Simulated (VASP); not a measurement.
Write the native input for VASP 6.6.1 that does the following.

| Quantity | Value |
| --- | --- |
| Task | single point |
| Functional | PBEsol |
| Potentials or basis | VASP PAW PBE potentials, release 64 (K_sv, Br) |
| Cutoff | 520 eV |
| k mesh | 6 × 6 × 6 |
| Occupations | gaussian, width 0.05 eV |
| Spin | no spin polarisation |
| Dipole correction | no |
| Further INCAR settings | ALGO = Normal; EDIFF = 1e-06; NBANDS = 15 |

The structure of KBr lies in POSCAR:

```
KBr
1.0
    4.0461832695      0.1050956693      0.1050956693
    0.1050956693      4.0461832695      0.1050956693
    0.1050956693      0.1050956693      4.0461832695
K Br
1 1
Direct
    0.0000000000      0.0000000000      0.0000000000
    0.5000000000      0.5000000000      0.5000000000
```

This cell differs from its parent crystal: ratio of the length along [111] to the lengths across it x 1.08, volume and fractional coordinates fixed.

One way to write it, as run:

INCAR

```
ALGO     = Normal         # electronic algorithm
EDIFF    = 1E-6           # SCF threshold, eV
ENCUT    = 520            # plane-wave cutoff, eV
GGA      = PS             # functional
ISIF     = 2              # what is computed and relaxed
ISMEAR   = 0              # smearing method
LASPH    = T              # aspherical terms in the spheres
LCHARG   = T              # write CHGCAR
LELF     = T              # ELF
LREAL    = F              # projectors in reciprocal space
LVHAR    = T            
LWAVE    = F              # write WAVECAR
NBANDS   = 15             # bands
NELM     = 80             # most SCF steps
PREC     = Accurate       # precision mode
SIGMA    = 0.05           # smearing width, eV
```

KPOINTS

```
k-points
0
Gamma
  6 6 6
```

Potentials or basis: VASP PAW PBE potentials, release 64 (K_sv, Br).

Run with:

```sh
$ cat potpaw_PBE.64/K_sv/POTCAR potpaw_PBE.64/Br/POTCAR > POTCAR
$ mpirun -np 1 vasp_std > vasp.out
```

It gave:

```
Pressure               : -1.1 GPa
Band gap on the k mesh : 3.72 eV (least direct gap 3.90 eV)
```

Caveat: the PAW data sets were made with another functional, which shifts forces and pressure a little.

Wall time 38 s on 1 thread of Intel Xeon 8259CL (shared host), peak memory 0.18 GiB.
